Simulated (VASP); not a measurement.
# GaP in VASP: further runs

The runs below take GaP through single point, relaxation of the atoms, with PBE.

All numbers are computed with VASP 6.6.1; they aren't measurements. Logs are shortened: lines on timing, memory, paths and dates and some standing lists are left out, and cuts for length are marked.

## 1. The cell of the first run

It takes space group I-4m2 (No. 119, tetragonal). Conventional cell: a = 3.854 Å, b = 3.854 Å, c = 5.396 Å, α = 90.00°, β = 90.00°, γ = 90.00°. Ga (site symmetry -4m2) has 4 P at 2.35 Å within 3.1 Å. Within 3.1 Å of P (site symmetry -4m2) lie 4 Ga at 2.35 Å.

## 2. Single point, PBE (z stretched by -1 %, then relaxed in part)

INCAR

```
SYSTEM = GaP
PREC = Accurate ; ENCUT = 520
EDIFF = 1E-6 ; ISMEAR = -1
SIGMA = 0.02 ; LREAL = .False.
LASPH = .True. ; NELM = 60
ALGO = Normal ; ISIF = 2
LWAVE = .False. ; LCHARG = .True.
GGA = PE ; LELF = .True.
LVHAR = .True. ; NBANDS = 16
```

KPOINTS

```
Automatic mesh
0
Gamma
  14 14 14
  0 0 0
```

POSCAR

```
GaP
1.0
    0.0000000000      2.7252500000      2.6979975000
    2.7252500000      0.0000000000      2.6979975000
    2.7252500000      2.7252500000      0.0000000000
Ga P
1 1
Direct
    0.0000000000      0.0000000000      0.0000000000
    0.2500000000      0.2500000000      0.2500000000
```

Potentials or basis: VASP PAW PBE potentials, release 64 (Ga_d, P).

Launch:

```console
$ cat potpaw_PBE.64/Ga_d/POTCAR potpaw_PBE.64/P/POTCAR > POTCAR
$ mpirun -np 1 vasp_std > vasp.out
```

OUTCAR:

```text
SYSTEM = GaP
   PREC = Accurate
   ENCUT = 520
   EDIFF = 1E-6
   ISMEAR = -1
   LREAL = .False.
   LASPH = .True.
   NELM = 60
   ISIF = 2
   GGA = PE

 ion  position               nearest neighbor table
   1  0.000  0.000  0.000-   2 2.35   2 2.35   2 2.35   2 2.35
   2  0.250  0.250  0.250-   1 2.35   1 2.35   1 2.35   1 2.35

  LATTYP: Found a body centered tetragonal cell.
 ALAT       =     3.8540855109
 C/A-ratio  =     1.4000714267

  Lattice vectors:

 A1 = (   0.0000000000,  -2.7252500000,  -2.6979975000)
 A2 = (   0.0000000000,   2.7252500000,  -2.6979975000)
 A3 = (   2.7252500000,   0.0000000000,   2.6979975000)

Analysis of symmetry for initial positions (statically):
=====================================================================
 Subroutine PRICEL returns:
 Original cell was already a primitive cell.

 Routine SETGRP: Setting up the symmetry group for a
 body centered tetragonal supercell.

 Subroutine GETGRP returns: Found  8 space group operations
 (whereof  8 operations were pure point group operations)
 out of a pool of 16 trial point group operations.

The static configuration has the point symmetry D_2d.

Analysis of symmetry for dynamics (positions and initial velocities):
=====================================================================
 Subroutine PRICEL returns:
 Original cell was already a primitive cell.

 Routine SETGRP: Setting up the symmetry group for a
 body centered tetragonal supercell.

 Subroutine GETGRP returns: Found  8 space group operations
 (whereof  8 operations were pure point group operations)
 out of a pool of 16 trial point group operations.

The dynamic configuration has the point symmetry D_2d.

 Subroutine INISYM returns: Found  8 space group operations
 (whereof  8 operations are pure point group operations),
 and found     1 'primitive' translations

----------------------------------------------------------------------------------------

                                     Primitive cell

  volume of cell :      40.0760

  direct lattice vectors                    reciprocal lattice vectors
     0.000000000  2.725250000  2.697997500    -0.183469406  0.183469406  0.185322633
     2.725250000  0.000000000  2.697997500     0.183469406 -0.183469406  0.185322633
     2.725250000  2.725250000  0.000000000     0.183469406  0.183469406 -0.185322633

  length of vectors
     3.834863501  3.834863501  3.854085511     0.318851885  0.318851885  0.318851885

  position of ions in fractional coordinates (direct lattice)
     0.000000000  0.000000000  0.000000000
     0.250000000  0.250000000  0.250000000

  ion indices of the primitive-cell ions
   primitive index   ion index
                 1           1
                 2           2

----------------------------------------------------------------------------------------

 KPOINTS: Automatic mesh

Automatic generation of k-mesh.
 Grid dimensions read from file:
 generate k-points for:   14   14   14

 Generating k-lattice:

  Cartesian coordinates                     Fractional coordinates (reciprocal lattice)
    -0.013104958  0.013104958  0.013237331     0.071428571  0.000000000  0.000000000
     0.013104958 -0.013104958  0.013237331     0.000000000  0.071428571  0.000000000
     0.013104958  0.013104958 -0.013237331    -0.000000000 -0.000000000  0.071428571

  Length of vectors
     0.022775135  0.022775135  0.022775135

  Shift w.r.t. Gamma in fractional coordinates (k-lattice)
     0.000000000  0.000000000  0.000000000

 Subroutine IBZKPT returns following result:
 ===========================================

 Found    244 irreducible k-points:

 Following reciprocal coordinates:
            Coordinates               Weight
  0.000000  0.000000  0.000000      1.000000
  0.071429 -0.000000  0.000000      8.000000
  0.142857 -0.000000  0.000000      8.000000
  0.214286  0.000000  0.000000      8.000000
  0.285714 -0.000000  0.000000      8.000000
  0.357143 -0.000000  0.000000      8.000000
[... 16 lines left out ...]
  0.214286  0.142857  0.000000      8.000000
  0.285714  0.142857  0.000000      8.000000
 [... further k-points ...]
   k-points           NKPTS =    244   k-points in BZ     NKDIM =    244   number of bands    NBANDS=     16
   number of dos      NEDOS =    301   number of ions     NIONS =      2
   total plane-waves  NPLWV =  27000
   dimension x,y,z NGX =    30 NGY =   30 NGZ =   30
   dimension x,y,z NGXF=    60 NGYF=   60 NGZF=   60
   ions per type =               1   1
   NGX,Y,Z   is equivalent  to a cutoff of  13.01, 13.01, 12.94 a.u.
   NGXF,Y,Z  is equivalent  to a cutoff of  26.01, 26.01, 25.88 a.u.
 SYSTEM =  GaP
   PREC   = accura    normal or accurate (medium, high low for compatibility)
   ISTART =      0    job   : 0-new  1-cont  2-samecut
   ICHARG =      2    charge: 1-file 2-atom 10-const
   ISPIN  =      1    spin polarized calculation?
   LNONCOLLINEAR =      F non collinear calculations
   LSORBIT =      F    spin-orbit coupling
   LASPH  =      T    aspherical Exc in radial PAW
   ENCUT  =  520.0 eV  38.22 Ry    6.18 a.u.   7.13  7.13  7.17*2*pi/ulx,y,z
   NELM   =     60;   NELMIN=  2; NELMDL= -5     # of ELM steps
   EDIFF  = 0.1E-05   stopping-criterion for ELM
   LREAL  =      F    real-space projection
   EDIFFG = 0.1E-04   stopping-criterion for IOM
   NSW    =      0    number of steps for IOM
   IBRION =     -1    ionic relax: 0-MD 1-quasi-New 2-CG
   NFREE  =      0    steps in history (QN), initial steepest desc. (CG)
   ISIF   =      2    stress and relaxation
   ISYM   =      2    0-nonsym 1-usesym 2-fastsym
   POTIM  = 0.5000    time-step for ionic-motion
   TEBEG  =    0.0;   TEEND  =   0.0 temperature during run
   PSTRESS=    0.0 pullay stress
   NELECT =      18.0000    total number of electrons
   NUPDOWN=      -1.0000    fix difference up-down
   EMIN   =  10.00;   EMAX   =-10.00  energy-range for DOS
   EFERMI =   0.00;   METHOD = LEGACY
   ISMEAR =    -1;   SIGMA  =   0.02  broadening in eV -4-tet -1-fermi 0-gaus
   EFERMI_NEDOS =   21; number of points for ismear=-14 and -15
   IALGO  =     38    algorithm
   IMIX   =      4    mixing-type and parameters
     AMIX     =   0.40;   BMIX     =  1.00
     AMIX_MAG =   1.60;   BMIX_MAG =  1.00
  volume/ion in A,a.u.               =      20.04       135.22
  Fermi-wavevector in a.u.,A,eV,Ry     =   1.253731  2.369207 21.386190  1.571841
  Thomas-Fermi vector in A             =   2.387569
   LORBIT       =      0    0 simple, 1 ext, 2 COOP (PROOUT), +10 PAW based schemes
   GGA     = PE    functional components
   LHFCALC =     F    Hartree Fock is set to
   AEXX    =    0.0000 exact exchange contribution
   IVDW    =     0    specifies the selected vdW correction
   LEPSILON=     F    determine dielectric tensor
   LRPA    =     F    only Hartree local field effects (RPA)
 non-spin polarized calculation
  energy-cutoff  :      520.00
  volume of cell :       40.08
 maximum number of plane-waves:      1098
 NGX is ok and might be reduce to    30
   NGX = 15   NGY = 15   NGZ = 15

 number of electron      17.9999988 magnetization

 Free energy of the ion-electron system (eV)
  ---------------------------------------------------
  ext. energy  EPLUGINS =         0.00000000
  ---------------------------------------------------
  free energy    TOTEN  =        -9.11050837 eV

  energy without entropy =       -9.11050837  energy(sigma->0) =       -9.11050837

 E-fermi :   5.2184     XC(G=0):  -9.8797

 val. band max:        4.7910958899   @ k =   0.0000   0.0000   0.0000
 cond. band min:       6.2702043317   @ k =   0.4286   0.4286   0.0000
 fundamental gap:      1.4791084418
 Fermi energy:         5.2183502953

 k-point     1 :       0.0000    0.0000    0.0000
  band No.  band energies     occupation
      1      -9.8134      2.00000
      2      -9.8134      2.00000
      3      -9.8104      2.00000
      4      -9.7104      2.00000
      5      -9.7088      2.00000
      6      -7.8134      2.00000
[... 8 lines left out ...]
     15      14.4650      0.00000
     16      14.6460      0.00000

 k-point     2 :       0.0714   -0.0000    0.0000
  band No.  band energies     occupation
      1      -9.8177      2.00000
      2      -9.8118      2.00000
      3      -9.8095      2.00000
      4      -9.7105      2.00000
      5      -9.7088      2.00000
      6      -7.7458      2.00000
[... 8 lines left out ...]
     15      14.1910      0.00000
     16      14.3552      0.00000

 k-point     3 :       0.1429   -0.0000    0.0000
  band No.  band energies     occupation
      1      -9.8309      2.00000
      2      -9.8072      2.00000
      3      -9.8052      2.00000
      4      -9.7105      2.00000
      5      -9.7087      2.00000
      6      -7.5464      2.00000
[... 8 lines left out ...]
     15      13.8912      0.00000
     16      14.6886      0.00000

 k-point     4 :       0.2143    0.0000    0.0000
  band No.  band energies     occupation
      1      -9.8489      2.00000
      2      -9.8012      2.00000
      3      -9.7993      2.00000
      4      -9.7100      2.00000
      5      -9.7079      2.00000
      6      -7.2262      2.00000
[... 8 lines left out ...]
     15      13.6956      0.00000
     16      14.8648      0.00000

 k-point     5 :       0.2857   -0.0000    0.0000
  band No.  band energies     occupation
      1      -9.8676      2.00000
      2      -9.7954      2.00000
      3      -9.7935      2.00000
      4      -9.7086      2.00000
      5      -9.7061      2.00000
      6      -6.8065      2.00000
[... 8 lines left out ...]
     15      13.9620      0.00000
     16      14.5715      0.00000

 k-point     6 :       0.3571   -0.0000    0.0000
  band No.  band energies     occupation
      1      -9.8834      2.00000
      2      -9.7910      2.00000
      3      -9.7892      2.00000
      4      -9.7064      2.00000
      5      -9.7036      2.00000
      6      -6.3319      2.00000
[... 8 lines left out ...]
     15      14.7224      0.00000
     16      14.7310      0.00000

 k-point     7 :       0.4286    0.0000    0.0000
  band No.  band energies     occupation
      1      -9.8939      2.00000
      2      -9.7886      2.00000
      3      -9.7867      2.00000
      4      -9.7044      2.00000
      5      -9.7013      2.00000
      6      -5.9032      2.00000
[... 8 lines left out ...]
     15      15.7206      0.00000
     16      15.7824      0.00000

 k-point     8 :       0.5000   -0.0000    0.0000
  band No.  band energies     occupation
      1      -9.8976      2.00000
      2      -9.7878      2.00000
      3      -9.7859      2.00000
      4      -9.7035      2.00000
      5      -9.7003      2.00000
      6      -5.7142      2.00000
[... 8 lines left out ...]
     15      16.4281      0.00000
     16      16.5191      0.00000

 k-point     9 :       0.0714    0.0714    0.0000
  band No.  band energies     occupation
      1      -9.8189      2.00000
      2      -9.8102      2.00000
      3      -9.8102      2.00000
      4      -9.7118      2.00000
      5      -9.7077      2.00000
      6      -7.7222      2.00000
[... 8 lines left out ...]
     15      14.1057      0.00000
     16      14.5470      0.00000
[... 172 lines left out ...]
 k-point    19 :      -0.2143    0.0714    0.0000
  band No.  band energies     occupation
      1      -9.8584      2.00000
      2      -9.7989      2.00000
      3      -9.7938      2.00000
      4      -9.7103      2.00000
      5      -9.7073      2.00000
      6      -7.0428      2.00000
[... 8 lines left out ...]
     15      14.2560      0.00000
     16      15.3601      0.00000

 k-point    20 :      -0.1429    0.0714    0.0000
  band No.  band energies     occupation
      1      -9.8411      2.00000
      2      -9.8051      2.00000
      3      -9.7993      2.00000
      4      -9.7107      2.00000
      5      -9.7085      2.00000
      6      -7.3966      2.00000
[... 8 lines left out ...]
     15      14.0658      0.00000
     16      15.2199      0.00000

 k-point    21 :      -0.0714    0.0714    0.0000
  band No.  band energies     occupation
      1      -9.8266      2.00000
      2      -9.8099      2.00000
      3      -9.8047      2.00000
      4      -9.7100      2.00000
      5      -9.7094      2.00000
      6      -7.6354      2.00000
[... 8 lines left out ...]
     15      14.2640      0.00000
     16      14.4446      0.00000

 k-point    22 :       0.1429    0.1429    0.0000
  band No.  band energies     occupation
      1      -9.8405      2.00000
      2      -9.8012      2.00000
      3      -9.8012      2.00000
      4      -9.7163      2.00000
      5      -9.7044      2.00000
      6      -7.4537      2.00000
[... 8 lines left out ...]
     15      14.7908      0.00000
     16      15.2407      0.00000

 k-point    23 :       0.2143    0.1429    0.0000
  band No.  band energies     occupation
      1      -9.8547      2.00000
      2      -9.7954      2.00000
      3      -9.7948      2.00000
      4      -9.7190      2.00000
      5      -9.7024      2.00000
      6      -7.2156      2.00000
[... 8 lines left out ...]
     15      14.8401      0.00000
     16      15.9877      0.00000

 k-point    24 :       0.2857    0.1429    0.0000
  band No.  band energies     occupation
      1      -9.8698      2.00000
      2      -9.7903      2.00000
      3      -9.7883      2.00000
      4      -9.7202      2.00000
      5      -9.7003      2.00000
      6      -6.8647      2.00000
[... 8 lines left out ...]
     15      15.0164      0.00000
     16      16.1760      0.00000

 [... further k-points ...]

------------------------ aborting loop because EDIFF is reached ----------------------------------------

  FORCE on cell =-STRESS in cart. coord.  units (eV):
  Direction    XX          YY          ZZ          XY          YZ          ZX
  --------------------------------------------------------------------------------------
  -------------------------------------------------------------------------------------
  Total        0.7701639      0.7701639      0.9511105      0.0000000      0.0000000      0.0000000
  in kB       30.7899871     30.7899871     38.0239592      0.0000000      0.0000000      0.0000000
  external PRESSURE =      33.2013111 kB  Pullay stress =       0.0000000 kB

 VOLUME and BASIS-vectors are now :
 -----------------------------------------------------------------------------
  energy-cutoff  :      520.00
  volume of cell :       40.08
      direct lattice vectors                 reciprocal lattice vectors
     0.000000000  2.725250000  2.697997500    -0.183469406  0.183469406  0.185322633
     2.725250000  0.000000000  2.697997500     0.183469406 -0.183469406  0.185322633
     2.725250000  2.725250000  0.000000000     0.183469406  0.183469406 -0.185322633

 POSITION                                       TOTAL-FORCE (eV/Angst)
 -----------------------------------------------------------------------------------
      0.00000      0.00000      0.00000         0.000000      0.000000      0.000000
      1.36262      1.36262      1.34900        -0.000000     -0.000000     -0.000000
 -----------------------------------------------------------------------------------
    total drift:                                0.000001      0.000001      0.000001

  FREE ENERGIE OF THE ION-ELECTRON SYSTEM (eV)
  ---------------------------------------------------
  free  energy   TOTEN  =        -9.1105083683 eV

  energy  without entropy=       -9.1105083683  energy(sigma->0) =       -9.11050837
```

Run time: 63 s. Hardware: 1 thread of AMD EPYC 9R45 (Zen 5), shared host; peak memory 0.26 GiB.

What came out:

- Free energy: -9.1105 eV
- Pressure: 3.3 GPa
- Band gap on the k mesh: 1.48 eV, indirect (least direct gap 1.87 eV)

Caveat: the cell differs from its parent crystal (z stretched by -1 %, then relaxed in part).

## 3. Relaxation of the atoms, PBE (volume scaled by 1.04)

INCAR

```
SYSTEM = GaP
ALGO     = Normal         ! electronic algorithm
EDIFF    = 1E-7           ! SCF threshold, eV
EDIFFG   = -0.02          ! ionic threshold
ENCUT    = 520            ! plane-wave cutoff, eV
GGA      = PE             ! functional
IBRION   = 2              ! ionic algorithm
ISIF     = 2              ! what is computed and relaxed
ISMEAR   = -1             ! smearing method
LASPH    = .TRUE.         ! aspherical terms in the spheres
LCHARG   = .FALSE.        ! write CHGCAR
LREAL    = .FALSE.        ! projectors in reciprocal space
LWAVE    = .FALSE.        ! write WAVECAR
NELM     = 100            ! most SCF steps
NSW      = 80             ! ionic steps
PREC     = Accurate       ! precision mode
SIGMA    = 0.02           ! smearing width, eV
```

KPOINTS

```
k-points
0
G
  14 14 14
  0 0 0
```

POSCAR

```
GaP
1.0
    0.0000000000      2.7611126653      2.7611126653
    2.7611126653      0.0000000000      2.7611126653
    2.7611126653      2.7611126653      0.0000000000
Ga P
1 1
Direct
    0.0000000000      0.0000000000      0.0000000000
    0.2500000000      0.2500000000      0.2500000000
```

Potentials or basis: VASP PAW PBE potentials, release 64 (Ga_d, P).

Launch:

```console
$ cat potpaw_PBE.64/Ga_d/POTCAR potpaw_PBE.64/P/POTCAR > POTCAR
$ mpirun -np 1 vasp_std > vasp.out
```

It took 1.7 min on 1 thread of Intel Xeon 8259CL, shared host; peak memory 0.21 GiB.

Results (log left out):

- Free energy: -9.1273 eV
- Pressure after relaxing: -0.7 GPa
- Band gap on the k mesh: 1.50 eV, direct

Final structure:
```cif
data_structure
_symmetry_space_group_name_H-M 'P 1'
_symmetry_Int_Tables_number 1
_cell_length_a 3.9048
_cell_length_b 3.9048
_cell_length_c 3.9048
_cell_angle_alpha 60.000
_cell_angle_beta 60.000
_cell_angle_gamma 60.000
_cell_volume 42.10
loop_
_atom_site_label
_atom_site_type_symbol
_atom_site_fract_x
_atom_site_fract_y
_atom_site_fract_z
_atom_site_occupancy
Ga1 Ga 0.00000 0.00000 0.00000 1
P1 P 0.25000 0.25000 0.25000 1
```

Levels at points of the mesh, in eV from the valence-band top:
```csv
k point,band 7,band 8,band 9,band 10,band 11,band 12
"(0.00, 0.00, 0.00)",0.00,0.00,0.00,1.50,3.90,3.90
"(0.50, 0.00, 0.00)",-6.41,-1.06,-1.06,1.55,4.73,4.73
"(0.50, 0.50, 0.00)",-6.57,-2.55,-2.55,1.74,1.85,10.30
```

Caveat: the relaxation stopped at its first step, so nothing moved. A k mesh can miss the band edges.
